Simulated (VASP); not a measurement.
# LuH2 (Fm-3m) in VASP: a series of runs, part 3 of 3

VASP 6.6.1.

**4. Relaxation of cell and atoms, PBEsol, target pressure 4 GPa, at which the enthalpy is minimised**

The input, INCAR:

```
SYSTEM = LuH2
PREC     = Accurate       ! precision mode
ENCUT    = 600            ! plane-wave cutoff, eV
EDIFF    = 1E-7           ! SCF threshold, eV
ISMEAR   = -1             ! smearing method
SIGMA    = 0.1            ! smearing width, eV
LREAL    = .FALSE.        ! projectors in reciprocal space
LASPH    = .TRUE.         ! aspherical terms in the spheres
NELM     = 80             ! most SCF steps
ALGO     = Normal         ! electronic algorithm
ISIF     = 3              ! what is computed and relaxed
LWAVE    = .FALSE.        ! write WAVECAR
LCHARG   = .FALSE.        ! write CHGCAR
GGA      = PS             ! functional
IBRION   = 2              ! ionic algorithm
NSW      = 100            ! ionic steps
EDIFFG   = -0.002         ! ionic threshold
PSTRESS  = 40.0
```

The input, KPOINTS:

```
regular mesh
0
G
  14 14 14
  0 0 0
```

The input, POSCAR:

```
LuH2
1.0
    0.0000000000      2.4795139380      2.4795139380
    2.4795139380      0.0000000000      2.4795139380
    2.4795139380      2.4795139380      0.0000000000
Lu H
1 2
Direct
    0.0000000000      0.0000000000      0.0000000000
    0.2500000000      0.2500000000      0.2500000000
    0.7500000000      0.7500000000      0.7500000000
```

Potentials or basis: VASP PAW PBE potentials, release 64 (Lu, H).

Run with:

```console
$ cat potpaw_PBE.64/Lu/POTCAR potpaw_PBE.64/H/POTCAR > POTCAR
$ mpirun -np 1 vasp_std > vasp.out
```

OUTCAR:

```text
SYSTEM = LuH2
   PREC = Accurate
   ENCUT = 600
   EDIFF = 1E-7
   ISMEAR = -1
   LREAL = .FALSE.
   LASPH = .TRUE.
   NELM = 80
   ISIF = 3
   GGA = PS
   IBRION = 2
   NSW = 100
   EDIFFG = -0.002
   PSTRESS = 40.0

 ion  position               nearest neighbor table
   1  0.000  0.000  0.000-   3 2.15   3 2.15   3 2.15   2 2.15   3 2.15   2 2.15   2 2.15   2 2.15

   2  0.250  0.250  0.250-   1 2.15   1 2.15   1 2.15   1 2.15
   3  0.750  0.750  0.750-   1 2.15   1 2.15   1 2.15   1 2.15

  LATTYP: Found a face centered cubic cell.
 ALAT       =     4.9590278760

  Lattice vectors:

 A1 = (   0.0000000000,   2.4795139380,   2.4795139380)
 A2 = (   2.4795139380,   0.0000000000,   2.4795139380)
 A3 = (   2.4795139380,   2.4795139380,   0.0000000000)

Analysis of symmetry for initial positions (statically):
=====================================================================
 Subroutine PRICEL returns:
 Original cell was already a primitive cell.

 Routine SETGRP: Setting up the symmetry group for a
 face centered cubic supercell.

 Subroutine GETGRP returns: Found 48 space group operations
 (whereof 48 operations were pure point group operations)
 out of a pool of 48 trial point group operations.

The static configuration has the point symmetry O_h .

Analysis of symmetry for dynamics (positions and initial velocities):
=====================================================================
 Subroutine PRICEL returns:
 Original cell was already a primitive cell.

 Routine SETGRP: Setting up the symmetry group for a
 face centered cubic supercell.

 Subroutine GETGRP returns: Found 48 space group operations
 (whereof 48 operations were pure point group operations)
 out of a pool of 48 trial point group operations.

The dynamic configuration has the point symmetry O_h .

 Subroutine INISYM returns: Found 48 space group operations
 (whereof 48 operations are pure point group operations),
 and found     1 'primitive' translations

----------------------------------------------------------------------------------------

                                     Primitive cell

  volume of cell :      30.4881

  direct lattice vectors                    reciprocal lattice vectors
[... 91 lines left out ...]
   EDIFFG = -.2E-02   stopping-criterion for IOM
   NSW    =    100    number of steps for IOM
   IBRION =      2    ionic relax: 0-MD 1-quasi-New 2-CG
   NFREE  =      1    steps in history (QN), initial steepest desc. (CG)
   ISIF   =      3    stress and relaxation
   ISYM   =      2    0-nonsym 1-usesym 2-fastsym
   POTIM  = 0.5000    time-step for ionic-motion
   TEBEG  =    0.0;   TEEND  =   0.0 temperature during run
   PSTRESS=   40.0 pullay stress
   NELECT =      27.0000    total number of electrons
   NUPDOWN=      -1.0000    fix difference up-down
   EMIN   =  10.00;   EMAX   =-10.00  energy-range for DOS
   EFERMI =   0.00;   METHOD = LEGACY
   ISMEAR =    -1;   SIGMA  =   0.10  broadening in eV -4-tet -1-fermi 0-gaus
   EFERMI_NEDOS =   21; number of points for ismear=-14 and -15
   IALGO  =     38    algorithm
   IMIX   =      4    mixing-type and parameters
     AMIX     =   0.40;   BMIX     =  1.00
     AMIX_MAG =   1.60;   BMIX_MAG =  1.00
  volume/ion in A,a.u.               =      10.16        68.58
  Fermi-wavevector in a.u.,A,eV,Ry     =   1.572122  2.970879 33.627711  2.471567
  Thomas-Fermi vector in A             =   2.673603
   LORBIT       =      0    0 simple, 1 ext, 2 COOP (PROOUT), +10 PAW based schemes
   GGA     = PS    functional components
   LHFCALC =     F    Hartree Fock is set to
   AEXX    =    0.0000 exact exchange contribution
   IVDW    =     0    specifies the selected vdW correction
   LEPSILON=     F    determine dielectric tensor
   LRPA    =     F    only Hartree local field effects (RPA)
 conjugate gradient relaxation of ions
 non-spin polarized calculation
  energy-cutoff  :      600.00
  volume of cell :       30.49
 maximum number of plane-waves:      1034
   NGX = 13   NGY = 13   NGZ = 13

--------------------------------------- Ionic step        1  -------------------------------------------

 number of electron      26.9999997 magnetization

 Free energy of the ion-electron system (eV)
  ---------------------------------------------------
  ext. energy  EPLUGINS =         0.00000000
  ---------------------------------------------------
  free energy    TOTEN  =       -13.71045230 eV

  energy without entropy =      -13.69070285  energy(sigma->0) =      -13.70057757

 E-fermi :   2.6748     XC(G=0): -11.4098

 val. band max:        2.6131583851   @ k =  -0.3571   0.2143   0.0000
 cond. band min:       2.6918566378   @ k =   0.4286   0.2143   0.0000
 fundamental gap:      0.0786982527
 Fermi energy:         2.6747528981

 k-point     1 :       0.0000    0.0000    0.0000
  band No.  band energies     occupation
      1     -53.3140      2.00000
      2     -23.8118      2.00000
      3     -23.8118      2.00000
      4     -23.8118      2.00000
      5      -6.7671      2.00000
      6      -2.4462      2.00000
[... 548 lines left out ...]
--------------------------------------- Ionic step        3  -------------------------------------------

 number of electron      27.0000000 magnetization

 Free energy of the ion-electron system (eV)
  ---------------------------------------------------
  ext. energy  EPLUGINS =         0.00000000
  ---------------------------------------------------
  free energy    TOTEN  =       -13.69688513 eV

  energy without entropy =      -13.67749268  energy(sigma->0) =      -13.68718890

 E-fermi :   2.7865     XC(G=0): -11.5793

 val. band max:        2.7267026548   @ k =  -0.3571   0.2143   0.0000
 cond. band min:       2.8026231178   @ k =   0.4286   0.2143   0.0000
 fundamental gap:      0.0759204629
 Fermi energy:         2.7864747232

 k-point     1 :       0.0000    0.0000    0.0000
  band No.  band energies     occupation
      1     -53.0863      2.00000
      2     -23.5698      2.00000
      3     -23.5698      2.00000
      4     -23.5698      2.00000
      5      -6.7737      2.00000
      6      -2.2726      2.00000
[... 505 lines left out ...]
  energy  without entropy=      -13.6774926781  energy(sigma->0) =      -13.68718890

  enthalpy is  TOTEN    =       -12.9609203445 eV   P V=        0.7359647830

 reached required accuracy - stopping structural energy minimisation
```

Run time: 78 s. Hardware: 1 thread of Intel Xeon 6975P-C (Granite Rapids), shared host; peak memory 0.22 GiB.

What came out:

| Item | Value |
| --- | --- |
| Free energy | -13.6969 eV |
| Relaxed volume | 9.83 Å³/atom |
| Relaxed cell | a = 3.467 Å, b = 3.467 Å, c = 3.467 Å, α = 60.00°, β = 60.00°, γ = 60.00° |
| Space group after relaxing (to 0.1 Å) | Fm-3m (No. 225) |
| Energy change on relaxing (the run minimises the enthalpy) | +4.5 meV/atom |
| Ionic steps | 3 |
| Pressure after relaxing | 4.0 GPa |
| Band gap on the k mesh | zero (an odd number of electrons rules out a gap without spin polarisation) |

The path:
| step | energy change (eV) | largest force (eV/Å) | pressure (GPa) | volume (Å³) |
| --- | --- | --- | --- | --- |
| 1 | 0.0000 | 0.0000 | 0.42 | 30.49 |
| 2 | 0.0131 | 0.0000 | 3.93 | 29.50 |
| 3 | 0.0136 | 0.0000 | 3.98 | 29.48 |

Final structure:
```
CELL_PARAMETERS angstrom
0.00000 2.45184 2.45184
2.45184 0.00000 2.45184
2.45184 2.45184 0.00000
ATOMIC_POSITIONS crystal
Lu 0.00000 0.00000 0.00000
H 0.25000 0.25000 0.25000
H 0.75000 0.75000 0.75000
```

Caveat: the cell is relaxed towards a set pressure, so the run minimises the enthalpy, not the energy; the PAW data sets were made with another functional, which shifts forces and pressure a little; spin-orbit coupling is left out, which moves the levels of the heavy elements.

**5. Summary**

| cell | gap on the mesh (eV) | pressure (GPa) |
| --- | --- | --- |
| relaxed to 1 GPa | none | 1.0 |
| relaxed to 2 GPa | none | 2.0 |
| relaxed to 4 GPa | none | 4.0 |

Alike in all rows: task relaxation of cell and atoms; level PBEsol; potentials or basis VASP PAW PBE potentials, release 64 (Lu, H); no spin polarisation; k mesh 14 × 14 × 14; cutoff (eV) 600; smearing fermi-dirac 0.1 eV.

Caveats: the cell is relaxed towards a set pressure, so the run minimises the enthalpy, not the energy; the PAW data sets were made with another functional, which shifts forces and pressure a little; spin-orbit coupling is left out, which moves the levels of the heavy elements.

Total energies depend on the potentials used, so only differences within one code and one set of settings carry meaning.
